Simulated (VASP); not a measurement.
K, 8 atoms in the cell. The cell holds a slab with vacuum, 8 atoms: a = 4.768 Å, b = 4.768 Å, c = 45.474 Å, α = 90.00°, β = 90.00°, γ = 120.00°. 

- Program: VASP 6.6.1
- Task: single point
- Functional: PBE
- Potentials or basis: VASP PAW PBE potentials, release 64 (K_sv)
- Cutoff: 520 eV
- k mesh: 6 × 6 × 1
- Occupations: gaussian, width 0.1 eV
- Spin: no spin polarisation
- Dipole correction: yes
- Further INCAR settings: ALGO = Normal; EDIFF = 1e-06; NBANDS = 46

Potentials or basis: VASP PAW PBE potentials, release 64 (K_sv).

Run with:

```sh
$ cat potpaw_PBE.64/K_sv/POTCAR > POTCAR
$ mpirun -np 1 vasp_std > vasp.out
```

Hardware: 1 thread of Intel(R) Xeon(R) Platinum 8488C (Sapphire Rapids), with other jobs on the host.

Question: How long does it take, and how much memory?

Answer: It took 15 min on 1 thread of Intel(R) Xeon(R) Platinum 8488C (Sapphire Rapids) (shared host), peak memory 0.95 GiB. Counts: scf iterations 29, k points 7.
